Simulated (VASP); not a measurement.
# TaSiH4: single point with PBE

The system is TaSiH4.

```xyz
6
Lattice="3.3320 0.0000 0.0000 0.0000 3.0342 0.0000 0.0000 0.0000 4.5509" Properties=species:S:1:pos:R:3 pbc="T T T"
Ta    1.6660    0.0000    2.2754
Si    0.0000    0.0000    0.0000
H     0.0000    1.5171    2.7205
H     1.6660    1.5171    1.0339
H     1.6660    1.5171    3.5170
H     0.0000    1.5171    1.8303
```

```json
{
 "Program": "VASP 6.6.1",
 "Task": "single point",
 "Functional": "PBE",
 "Potentials or basis": "VASP PAW PBE potentials, release 64 (Ta_pv, Si, H)",
 "Cutoff": "520 eV",
 "k mesh": "6 × 6 × 4",
 "Occupations": "gaussian, width 0.1 eV",
 "Spin": "no spin polarisation"
}
```

| Quantity | Value |
| --- | --- |
| Pressure | -0.1 GPa |
| Largest force | 0.021 eV/Å |

Forces on the atoms (eV/Å):
```
Ta   0.000  0.000  0.000
Si   0.000  0.000  0.000
H    0.000  0.000  0.018
H    0.000  0.000  0.021
H    0.000  0.000 -0.021
H    0.000  0.000 -0.018
```

Stress tensor (GPa, compression positive):
```
-0.18  0.00  0.00
 0.00 -0.11  0.00
 0.00  0.00 -0.09
```

Levels at points of the mesh, in eV from the Fermi level:
| k point | band 8 | band 9 | band 10 | band 11 | band 12 | band 13 |
| --- | --- | --- | --- | --- | --- | --- |
| (0.00, 0.00, 0.00) | 0.21 | 1.28 | 1.42 | 1.74 | 2.50 | 2.54 |
| (0.50, 0.00, 0.00) | -3.59 | -2.91 | 0.24 | 1.70 | 3.12 | 6.05 |
| (0.00, 0.50, 0.00) | -2.51 | -1.12 | -0.51 | 0.95 | 1.69 | 3.71 |
| (0.50, 0.50, 0.00) | -4.04 | -3.10 | -1.22 | 0.60 | 3.60 | 4.46 |
| (0.00, 0.00, 0.50) | -1.19 | -0.38 | 0.52 | 2.53 | 2.81 | 3.31 |
| (0.50, 0.00, 0.50) | -1.08 | 0.45 | 1.10 | 1.26 | 1.37 | 3.26 |
| (0.00, 0.50, 0.50) | -1.09 | -1.00 | -0.49 | -0.05 | 0.11 | 5.28 |
| (0.50, 0.50, 0.50) | -3.44 | -1.93 | -1.33 | -0.18 | 2.96 | 3.69 |

Wall time 46 s on 1 thread of Oxide Virtual Turin-like Processor, on a shared host, peak memory 0.16 GiB.

Caveat: spin-orbit coupling is left out, which moves the levels of the heavy elements.
